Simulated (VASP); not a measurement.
# Ga in VASP: a series of runs, part 2 of 2

VASP 6.6.1. The steps go on from the part before.

## Step 5: Relaxation of cell and atoms, PBE

This run uses another cell than the first one, of 20.63 Å³/atom.

INCAR reads:

```
SYSTEM = Ga
PREC     = Accurate       ! precision mode
ENCUT    = 600            ! plane-wave cutoff, eV
EDIFF    = 1E-6           ! SCF threshold, eV
ISMEAR   = 0              ! smearing method
SIGMA    = 0.1            ! smearing width, eV
LREAL    = .False.        ! projectors in reciprocal space
LASPH    = .True.         ! aspherical terms in the spheres
NELM     = 100            ! most SCF steps
ALGO     = Normal         ! electronic algorithm
ISIF     = 3              ! what is computed and relaxed
LWAVE    = .False.        ! write WAVECAR
LCHARG   = .False.        ! write CHGCAR
GGA      = PE             ! functional
IBRION   = 2              ! ionic algorithm
NSW      = 90             ! ionic steps
EDIFFG   = -0.04          ! ionic threshold
```

KPOINTS reads:

```
regular mesh
0
Gamma
  6 6 6
  0 0 0
```

POSCAR reads:

```
Ga
1.0
    0.0000000000      2.8315578885      4.4570079034
    1.6347687292      0.0000000000      4.4570079034
    1.6347687292      2.8315578885      0.0000000000
Ga
2
Direct
    0.1666700000      0.8333300000      0.1666700000
    0.8333300000      0.1666700000      0.8333300000
```

Potentials or basis: VASP PAW PBE potentials, release 64 (Ga_d).

Command:

```bash
> cat potpaw_PBE.64/Ga_d/POTCAR > POTCAR
> mpirun -np 1 vasp_std > vasp.out
```

OUTCAR:

```text
SYSTEM = Ga
   PREC = Accurate
   ENCUT = 600
   EDIFF = 1E-6
   ISMEAR = 0
   LREAL = .False.
   LASPH = .True.
   NELM = 100
   ISIF = 3
   GGA = PE
   IBRION = 2
   NSW = 90
   EDIFFG = -0.04

 ion  position               nearest neighbor table
   1  0.167  0.833  0.167-   2 1.89   2 1.89   2 1.89
   2  0.833  0.167  0.833-   1 1.89   1 1.89   1 1.89

  LATTYP: Found a face centered orthorhombic cell.
 ALAT       =     3.2695374584
 B/A-ratio  =     1.7320846906
 C/A-ratio  =     2.7263843648

  Lattice vectors:

 A1 = (   0.0000000000,   2.8315578885,   4.4570079034)
 A2 = (   1.6347687292,   0.0000000000,   4.4570079034)
 A3 = (   1.6347687292,   2.8315578885,   0.0000000000)

Analysis of symmetry for initial positions (statically):
=====================================================================
 Subroutine PRICEL returns:
 Original cell was already a primitive cell.

 Routine SETGRP: Setting up the symmetry group for a
 face centered orthorhombic supercell.

 Subroutine GETGRP returns: Found  8 space group operations
 (whereof  8 operations were pure point group operations)
 out of a pool of  8 trial point group operations.

The static configuration has the point symmetry D_2h.

Analysis of symmetry for dynamics (positions and initial velocities):
=====================================================================
 Subroutine PRICEL returns:
 Original cell was already a primitive cell.

 Routine SETGRP: Setting up the symmetry group for a
 face centered orthorhombic supercell.

 Subroutine GETGRP returns: Found  8 space group operations
 (whereof  8 operations were pure point group operations)
 out of a pool of  8 trial point group operations.

The dynamic configuration has the point symmetry D_2h.

 Subroutine INISYM returns: Found  8 space group operations
 (whereof  8 operations are pure point group operations),
 and found     1 'primitive' translations

----------------------------------------------------------------------------------------

                                     Primitive cell

  volume of cell :      41.2625

  direct lattice vectors                    reciprocal lattice vectors
     0.000000000  2.831557888  4.457007903    -0.305853661  0.176581239  0.112182884
     1.634768729  0.000000000  4.457007903     0.305853661 -0.176581239  0.112182884
     1.634768729  2.831557888  0.000000000     0.305853661  0.176581239 -0.112182884

  length of vectors
     5.280401455  4.747355922  3.269585428     0.370556872  0.370556872  0.370556872

  position of ions in fractional coordinates (direct lattice)
     0.166670000  0.833330000  0.166670000
     0.833330000  0.166670000  0.833330000

  ion indices of the primitive-cell ions
   primitive index   ion index
                 1           1
                 2           2

----------------------------------------------------------------------------------------

 KPOINTS: regular mesh

Automatic generation of k-mesh.
 Grid dimensions read from file:
 generate k-points for:    6    6    6

 Generating k-lattice:

  Cartesian coordinates                     Fractional coordinates (reciprocal lattice)
    -0.050975610  0.029430206  0.018697147     0.166666667  0.000000000  0.000000000
     0.050975610 -0.029430206  0.018697147     0.000000000  0.166666667 -0.000000000
     0.050975610  0.029430206 -0.018697147     0.000000000 -0.000000000  0.166666667

  Length of vectors
     0.061759479  0.061759479  0.061759479

  Shift w.r.t. Gamma in fractional coordinates (k-lattice)
     0.000000000  0.000000000  0.000000000

 Subroutine IBZKPT returns following result:
 ===========================================

 Found     46 irreducible k-points:

 Following reciprocal coordinates:
            Coordinates               Weight
  0.000000  0.000000  0.000000      1.000000
  0.166667  0.000000 -0.000000      8.000000
  0.333333  0.000000  0.000000      8.000000
  0.500000  0.000000  0.000000      4.000000
  0.166667  0.166667  0.000000      2.000000
  0.333333  0.166667 -0.000000      8.000000
[... 16 lines left out ...]
 -0.166667  0.166667  0.166667      8.000000
  0.500000  0.333333  0.166667      4.000000
 [... further k-points ...]
   k-points           NKPTS =     46   k-points in BZ     NKDIM =     46   number of bands    NBANDS=     17
   number of dos      NEDOS =    301   number of ions     NIONS =      2
   total plane-waves  NPLWV =  47040
   dimension x,y,z NGX =    42 NGY =   40 NGZ =   28
   dimension x,y,z NGXF=    84 NGYF=   80 NGZF=   56
   ions per type =               2
   NGX,Y,Z   is equivalent  to a cutoff of  13.22, 14.01, 14.24 a.u.
   NGXF,Y,Z  is equivalent  to a cutoff of  26.45, 28.01, 28.47 a.u.
 SYSTEM =  Ga
   PREC   = accura    normal or accurate (medium, high low for compatibility)
   ISTART =      0    job   : 0-new  1-cont  2-samecut
   ICHARG =      2    charge: 1-file 2-atom 10-const
   ISPIN  =      1    spin polarized calculation?
   LNONCOLLINEAR =      F non collinear calculations
   LSORBIT =      F    spin-orbit coupling
   LASPH  =      T    aspherical Exc in radial PAW
   ENCUT  =  600.0 eV  44.10 Ry    6.64 a.u.  10.55  9.48  6.53*2*pi/ulx,y,z
   NELM   =    100;   NELMIN=  2; NELMDL= -5     # of ELM steps
   EDIFF  = 0.1E-05   stopping-criterion for ELM
   LREAL  =      F    real-space projection
   EDIFFG = -.4E-01   stopping-criterion for IOM
   NSW    =     90    number of steps for IOM
   IBRION =      2    ionic relax: 0-MD 1-quasi-New 2-CG
   NFREE  =      1    steps in history (QN), initial steepest desc. (CG)
   ISIF   =      3    stress and relaxation
   ISYM   =      2    0-nonsym 1-usesym 2-fastsym
   POTIM  = 0.5000    time-step for ionic-motion
   TEBEG  =    0.0;   TEEND  =   0.0 temperature during run
   PSTRESS=    0.0 pullay stress
   NELECT =      26.0000    total number of electrons
   NUPDOWN=      -1.0000    fix difference up-down
   EMIN   =  10.00;   EMAX   =-10.00  energy-range for DOS
   EFERMI =   0.00;   METHOD = LEGACY
   ISMEAR =     0;   SIGMA  =   0.10  broadening in eV -4-tet -1-fermi 0-gaus
   EFERMI_NEDOS =   21; number of points for ismear=-14 and -15
   IALGO  =     38    algorithm
   IMIX   =      4    mixing-type and parameters
     AMIX     =   0.40;   BMIX     =  1.00
     AMIX_MAG =   1.60;   BMIX_MAG =  1.00
  volume/ion in A,a.u.               =      20.63       139.23
  Fermi-wavevector in a.u.,A,eV,Ry     =   1.403506  2.652241 26.801146  1.969829
  Thomas-Fermi vector in A             =   2.526161
   LORBIT       =      0    0 simple, 1 ext, 2 COOP (PROOUT), +10 PAW based schemes
   GGA     = PE    functional components
   LHFCALC =     F    Hartree Fock is set to
   AEXX    =    0.0000 exact exchange contribution
   IVDW    =     0    specifies the selected vdW correction
   LEPSILON=     F    determine dielectric tensor
   LRPA    =     F    only Hartree local field effects (RPA)
 conjugate gradient relaxation of ions
 non-spin polarized calculation
 Gauss-broadening in eV      SIGMA  =   0.10
  energy-cutoff  :      600.00
  volume of cell :       41.26
 maximum number of plane-waves:      1425
   NGX = 21   NGY = 19   NGZ = 13

--------------------------------------- Ionic step        1  -------------------------------------------

 number of electron      26.0000001 magnetization

 Free energy of the ion-electron system (eV)
  ---------------------------------------------------
  ext. energy  EPLUGINS =         0.00000000
  ---------------------------------------------------
  free energy    TOTEN  =         2.24924886 eV

  energy without entropy =        2.25203192  energy(sigma->0) =        2.25064039

 E-fermi :   3.9122     XC(G=0):  -9.6295

 val. band max:        3.8992547700   @ k =   0.0000   0.5000   0.5000
 cond. band min:       3.9263621382   @ k =  -0.3333   0.1667   0.1667
 fundamental gap:      0.0271073682
 Fermi energy:         3.9121559088
[... 1550 lines left out ...]
      6     -11.4043      2.00000
[... 9 lines left out ...]
     16       7.8730      0.00000
     17       8.5525      0.00000

 [... further k-points ...]

[... ionic steps 4 to 32 ...]

--------------------------------------- Ionic step       33  -------------------------------------------

 number of electron      25.9999999 magnetization

------------------------ aborting loop because EDIFF is reached ----------------------------------------
[... 67 lines left out ...]
--------------------------------------- Ionic step       35  -------------------------------------------

 number of electron      25.9999998 magnetization

 Free energy of the ion-electron system (eV)
  ---------------------------------------------------
  ext. energy  EPLUGINS =         0.00000000
  ---------------------------------------------------
  free energy    TOTEN  =        -5.74066640 eV

  energy without entropy =       -5.73680238  energy(sigma->0) =       -5.73873439

 E-fermi :   5.0731     XC(G=0): -10.5846

 val. band max:        5.0266265446   @ k =   0.5000   0.1667   0.0000
 cond. band min:       5.1443828986   @ k =  -0.1667   0.1667   0.1667
 fundamental gap:      0.1177563540
 Fermi energy:         5.0731428418
[... 509 lines left out ...]
  FREE ENERGIE OF THE ION-ELECTRON SYSTEM (eV)
  ---------------------------------------------------
  free  energy   TOTEN  =        -5.7406664044 eV

  energy  without entropy=       -5.7368023823  energy(sigma->0) =       -5.73873439

 reached required accuracy - stopping structural energy minimisation
```

Wall time 20 min (1 thread of Intel Xeon Platinum 8488C (Sapphire Rapids), shared host); peak memory 0.23 GiB.

What came out:

* Free energy: -5.7407 eV
* Relaxed volume: 20.08 Å³/atom
* Relaxed cell: a = 4.922 Å, b = 3.035 Å, c = 4.833 Å, α = 73.47°, β = 36.24°, γ = 70.29°
* Space group after relaxing (to 0.1 Å): Fmmm (No. 69)
* Energy gained by relaxing: 3995.0 meV/atom
* Ionic steps: 35
* Pressure after relaxing: -0.2 GPa
* Largest force after relaxing: 0.009 eV/Å
* Band gap on the k mesh: zero (bands 13 and 14 overlap by 6.17 eV)

Forces in eV/Å, atoms in the order of the input:
```
Ga   0.000  0.009  0.000
Ga   0.000 -0.009  0.000
```

Step by step:
| step | energy change (eV) | largest force (eV/Å) | pressure (GPa) | volume (Å³) |
| --- | --- | --- | --- | --- |
| 1 | 0.0000 | 0.0252 | 87.82 | 41.26 |
| 2 | -3.6584 | 0.0200 | -14.53 | 136.10 |
| 3 | -6.8815 | 0.0167 | -2.87 | 80.44 |
| 4 | -6.9194 | 0.0112 | -2.51 | 78.39 |
| 5 | -6.9638 | 0.0169 | 0.14 | 70.85 |
| 6 | -6.9705 | 0.0077 | -0.94 | 73.20 |
| 7 | -6.9709 | 0.0103 | -0.68 | 72.48 |
| 8 | -6.9949 | 0.0237 | -0.76 | 70.93 |
| 9 | -7.0924 | 0.0414 | -1.10 | 66.30 |
| 10 | -7.3736 | 0.0437 | -1.77 | 56.98 |
| 11 | -7.7541 | 1.3623 | 7.38 | 38.17 |
| 12 | -7.7153 | 0.2804 | -1.06 | 48.07 |
| 13 | -7.8319 | 0.5821 | 1.19 | 43.13 |
| 14 | -7.8417 | 0.8494 | 3.56 | 40.88 |
| 15 | -7.8438 | 0.7625 | 2.84 | 41.60 |
| 16 | -7.8616 | 0.7541 | 3.05 | 41.21 |
| 17 | -7.8702 | 0.7530 | 3.20 | 40.83 |
| 18 | -7.8708 | 0.7608 | 3.22 | 40.66 |
| 19 | -7.8906 | 0.6310 | 2.35 | 41.15 |
| 20 | -7.9240 | 0.2455 | 0.18 | 42.65 |
| 21 | -7.9266 | 0.0949 | -0.51 | 43.22 |
| 22 | -7.9319 | 0.0883 | -0.58 | 43.19 |
| 23 | -7.9403 | 0.0724 | -0.75 | 43.13 |
| 24 | -7.9526 | 0.0117 | -0.75 | 42.97 |
| 25 | -7.9543 | 0.0231 | -0.93 | 42.52 |
| 26 | -7.9491 | 0.0244 | -2.48 | 41.21 |
| 27 | -7.9641 | 0.1008 | -1.42 | 42.18 |
| 28 | -7.9814 | 0.1384 | -0.18 | 40.47 |
| 29 | -7.9819 | 0.1575 | 0.16 | 40.21 |
| 30 | -7.9865 | 0.0239 | 0.77 | 39.32 |
| 31 | -7.9868 | 0.0418 | 0.51 | 39.51 |
| 32 | -7.9897 | 0.0582 | -0.03 | 40.06 |
| 33 | -7.9897 | 0.0509 | 0.13 | 40.02 |
| 34 | -7.9897 | 0.0544 | 0.07 | 40.04 |
| 35 | -7.9899 | 0.0088 | -0.25 | 40.17 |

Final structure:
```
CELL_PARAMETERS angstrom
0.00000 4.37999 2.24447
2.04284 0.00000 2.24447
2.04284 4.37999 0.00000
ATOMIC_POSITIONS crystal
Ga 0.14781 0.85219 0.14781
Ga 0.85219 0.14781 0.85219
```

Caveat: the k points lie up to 0.37 Å⁻¹ apart in the final cell, too coarse for converged energies and pressures of a metal; a cell axis changed by over 15 % at a fixed basis, so the end point is rough.

## Step 6: Single point, PBE

This run uses another cell than the first one, of 20.87 Å³/atom.

INCAR reads:

```
SYSTEM = Ga
PREC = Accurate ; ENCUT = 520
EDIFF = 1E-6 ; ISMEAR = 0
SIGMA = 0.1 ; LREAL = .False.
LASPH = .True. ; NELM = 100
ALGO = Fast ; ISIF = 2
LWAVE = .False. ; LCHARG = .False.
GGA = PE ; NBANDS = 20
```

KPOINTS reads:

```
Automatic mesh
0
Gamma
  18 18 18
  0 0 0
```

POSCAR reads:

```
Ga
1.0
    0.0000000000      2.3485528800      3.9736450779
    2.2365375067      0.0000000000      3.9736450779
    2.2365375067      2.3485528800      0.0000000000
Ga
2
Direct
    0.1581727499      0.1581727499      0.8418272501
    0.8418272501      0.8418272501      0.1581727499
```

Potentials or basis: VASP PAW PBE potentials, release 64 (Ga_d).

Command:

```bash
> cat potpaw_PBE.64/Ga_d/POTCAR > POTCAR
> mpirun -np 1 vasp_std > vasp.out
```

OUTCAR:

```text
SYSTEM = Ga
   PREC = Accurate
   ENCUT = 520
   EDIFF = 1E-6
   ISMEAR = 0
   LREAL = .False.
   LASPH = .True.
   NELM = 100
   ISIF = 2
   GGA = PE

 ion  position               nearest neighbor table
   1  0.158  0.158  0.842-   2 2.51   2 2.67   2 2.67   2 2.77   2 2.77
   2  0.842  0.842  0.158-   1 2.51   1 2.67   1 2.67   1 2.77   1 2.77

  LATTYP: Found a face centered orthorhombic cell.
 ALAT       =     4.4730750134
 B/A-ratio  =     1.0500842812
 C/A-ratio  =     1.7766950324

  Lattice vectors:

 A1 = (   0.0000000000,   2.3485528800,   3.9736450779)
 A2 = (   2.2365375067,   0.0000000000,   3.9736450779)
 A3 = (   2.2365375067,   2.3485528800,   0.0000000000)

Analysis of symmetry for initial positions (statically):
=====================================================================
 Subroutine PRICEL returns:
 Original cell was already a primitive cell.

 Routine SETGRP: Setting up the symmetry group for a
 face centered orthorhombic supercell.

 Subroutine GETGRP returns: Found  8 space group operations
 (whereof  8 operations were pure point group operations)
 out of a pool of  8 trial point group operations.

The static configuration has the point symmetry D_2h.

Analysis of symmetry for dynamics (positions and initial velocities):
=====================================================================
 Subroutine PRICEL returns:
 Original cell was already a primitive cell.

 Routine SETGRP: Setting up the symmetry group for a
 face centered orthorhombic supercell.

 Subroutine GETGRP returns: Found  8 space group operations
 (whereof  8 operations were pure point group operations)
 out of a pool of  8 trial point group operations.

The dynamic configuration has the point symmetry D_2h.

 Subroutine INISYM returns: Found  8 space group operations
 (whereof  8 operations are pure point group operations),
 and found     1 'primitive' translations

----------------------------------------------------------------------------------------
[... 110 lines left out ...]
   IALGO  =     68    algorithm
   IMIX   =      4    mixing-type and parameters
     AMIX     =   0.40;   BMIX     =  1.00
     AMIX_MAG =   1.60;   BMIX_MAG =  1.00
  volume/ion in A,a.u.               =      20.87       140.85
  Fermi-wavevector in a.u.,A,eV,Ry     =   1.398087  2.642001 26.594576  1.954646
  Thomas-Fermi vector in A             =   2.521279
   LORBIT       =      0    0 simple, 1 ext, 2 COOP (PROOUT), +10 PAW based schemes
   GGA     = PE    functional components
   LHFCALC =     F    Hartree Fock is set to
   AEXX    =    0.0000 exact exchange contribution
   IVDW    =     0    specifies the selected vdW correction
   LEPSILON=     F    determine dielectric tensor
   LRPA    =     F    only Hartree local field effects (RPA)
 non-spin polarized calculation
 RMM-DIIS sequential band-by-band and
 Gauss-broadening in eV      SIGMA  =   0.10
  energy-cutoff  :      520.00
  volume of cell :       41.74
 maximum number of plane-waves:      1145
   NGX = 17   NGY = 17   NGZ = 13

 number of electron      26.0000001 magnetization

 Free energy of the ion-electron system (eV)
  ---------------------------------------------------
  ext. energy  EPLUGINS =         0.00000000
  ---------------------------------------------------
  free energy    TOTEN  =        -5.73877177 eV

  energy without entropy =       -5.73556831  energy(sigma->0) =       -5.73717004

 E-fermi :   4.6109     XC(G=0): -10.3380

 val. band max:        4.6095988179   @ k =  -0.0556   0.1667   0.2222
 cond. band min:       4.6132703820   @ k =  -0.4444   0.3889   0.0556
 fundamental gap:      0.0036715641
 Fermi energy:         4.6108556033

 k-point     1 :       0.0000    0.0000    0.0000
  band No.  band energies     occupation
      1     -10.5452      2.00000
      2     -10.4611      2.00000
      3     -10.4180      2.00000
      4     -10.3464      2.00000
      5     -10.3158      2.00000
      6     -10.3039      2.00000
[... 541 lines left out ...]
     19      15.6989      0.00000
     20      16.8828      0.00000

 [... further k-points ...]

------------------------ aborting loop because EDIFF is reached ----------------------------------------

  FORCE on cell =-STRESS in cart. coord.  units (eV):
  Direction    XX          YY          ZZ          XY          YZ          ZX
  --------------------------------------------------------------------------------------
  -------------------------------------------------------------------------------------
  Total        0.0251154      0.0165920      0.0415427      0.0000000      0.0000000      0.0000000
  in kB        0.9639503      0.6368173      1.5944453      0.0000000      0.0000000      0.0000000
  external PRESSURE =       1.0650710 kB  Pullay stress =       0.0000000 kB

 VOLUME and BASIS-vectors are now :
 -----------------------------------------------------------------------------
  energy-cutoff  :      520.00
  volume of cell :       41.74
      direct lattice vectors                 reciprocal lattice vectors
     0.000000000  2.348552880  3.973645078    -0.223559855  0.212897059  0.125829054
     2.236537507  0.000000000  3.973645078     0.223559855 -0.212897059  0.125829054
     2.236537507  2.348552880  0.000000000     0.223559855  0.212897059 -0.125829054

 POSITION                                       TOTAL-FORCE (eV/Angst)
 -----------------------------------------------------------------------------------
      2.23654      2.34855      1.25704         0.000000      0.000000      0.002867
      2.23654      2.34855      6.69025         0.000000      0.000000     -0.002867
 -----------------------------------------------------------------------------------
    total drift:                                0.000000      0.000000      0.000000

  FREE ENERGIE OF THE ION-ELECTRON SYSTEM (eV)
  ---------------------------------------------------
  free  energy   TOTEN  =        -5.7387717669 eV

  energy  without entropy=       -5.7355683064  energy(sigma->0) =       -5.73717004
```

Run time: 8.3 min. Hardware: 1 thread of Intel Xeon Platinum 8488C (Sapphire Rapids), shared host; peak memory 0.64 GiB.

Results:

* Free energy: -5.7388 eV
* Pressure: 0.1 GPa
* Band gap on the k mesh: zero (bands 13 and 14 overlap by 5.61 eV)

Forces on the atoms (eV/Å):
```
Ga   0.000  0.000  0.003
Ga   0.000  0.000 -0.003
```

Stress tensor (GPa, compression positive):
```
0.10 0.00 0.00
0.00 0.06 0.00
0.00 0.00 0.16
```

## Step 7: Overview

```csv
task,cell,k mesh,cutoff (eV),gap on the mesh (eV),pressure (GPa),largest force (eV/Å)
single point,"a = 2.992, b = 2.992, c = 4.887 Å, angles 107.3, 107.3, 86.8°, 2 atoms, atomic positions A",6 × 6 × 4,520,none,-0.1,0.01
single point,"a = 5.280, b = 4.747, c = 3.270 Å, angles 80.1, 62.3, 37.6°, 2 atoms, atomic positions B",6 × 6 × 6,520,none,87.9,0.03
single point,"a = 4.760, b = 3.196, c = 4.636 Å, angles 72.2, 39.7, 68.0°, 2 atoms, atomic positions C",6 × 6 × 6,520,none,0.1,0.01
relaxation of cell and atoms,"relaxed from a = 5.280, b = 4.747, c = 3.270 Å, angles 80.1, 62.3, 37.6°, 2 atoms, atomic positions B",6 × 6 × 6,600,none,-0.2,0.01
single point,"a = 4.616, b = 4.560, c = 3.243 Å, angles 70.2, 68.4, 41.4°, 2 atoms, atomic positions D",18 × 18 × 18,520,none,0.1,-
```

Alike in all rows: level PBE; potentials or basis VASP PAW PBE potentials, release 64 (Ga_d); no spin polarisation; smearing gaussian 0.1 eV.

Caveats: some runs use coarse meshes; a cell axis changed by over 15 % at a fixed basis, so the end point is rough (at least some runs).

Total energies depend on the potentials used, so only differences within one code and one set of settings carry meaning.
